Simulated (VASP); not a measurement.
Write the native input for VASP 6.6.1 that does the following.

```yaml
Task: single point
Functional: r2SCAN
Potentials_or_basis: VASP PAW PBE potentials, release 64 (Hf_pv, N)
Cutoff: 520 eV
k_mesh: 16 × 16 × 16
Occupations: gaussian, width 0.1 eV
Spin: no spin polarisation
Dipole_correction: no
Further_INCAR_settings: ALGO = Normal; EDIFF = 1e-06; NBANDS = 14
```

HfN:

```
Hf N
1.0
     0.00000    2.14947    2.14947
     2.14947    0.00000    2.14947
     2.14947    2.14947    0.00000
Hf N
1 1
Direct
  0.00000 0.00000 0.00000
  0.50000 0.50000 0.50000
```

These files were run (other wordings do the same):

POSCAR

```
HfN
1.0
    0.0000000000      2.1494689037      2.1494689037
    2.1494689037      0.0000000000      2.1494689037
    2.1494689037      2.1494689037      0.0000000000
Hf N
1 1
Direct
    0.0000000000      0.0000000000      0.0000000000
    0.5000000000      0.5000000000      0.5000000000
```

INCAR.step1

```
ALGO = Normal
EDIFF = 1E-4
ENCUT = 520
GGA = PE
ISMEAR = 0
LASPH = T
LCHARG = F
LREAL = F
LWAVE = T
NBANDS = 14
NELM = 60
PREC = Accurate
SIGMA = 0.1
```

INCAR.step2

```
ALGO = Normal
EDIFF = 1E-6
ENCUT = 520
ISIF = 2
ISMEAR = 0
ISTART = 1
LASPH = T
LCHARG = F
LMIXTAU = T
LREAL = F
LWAVE = F
METAGGA = R2SCAN
NBANDS = 14
NELM = 60
PREC = Accurate
SIGMA = 0.1
```

KPOINTS

```
k-points
0
Gamma
  16 16 16
```

Potentials or basis: VASP PAW PBE potentials, release 64 (Hf_pv, N).

Run with:

```console
$ cat potpaw_PBE.64/Hf_pv/POTCAR potpaw_PBE.64/N/POTCAR > POTCAR
$ cp INCAR.step1 INCAR
$ mpirun -np 1 vasp_std > vasp.out
$ cp INCAR.step2 INCAR
$ mpirun -np 1 vasp_std > vasp.out
```

Results of the run:

* Pressure: 57.4 GPa
* Band gap on the k mesh: zero (an odd number of electrons rules out a gap without spin polarisation)

Caveat: the cell stands under pressure; the PAW data sets were made with another functional, which shifts forces and pressure a little; spin-orbit coupling is left out, which moves the levels of the heavy elements; an odd number of electrons without spin polarisation forces a metal; a magnetic or distorted state may lie lower.

It took 120 s on 1 thread of AMD EPYC 9R45 96-Core Processor (Zen 5), with other jobs on the host, peak memory 0.15 GiB.
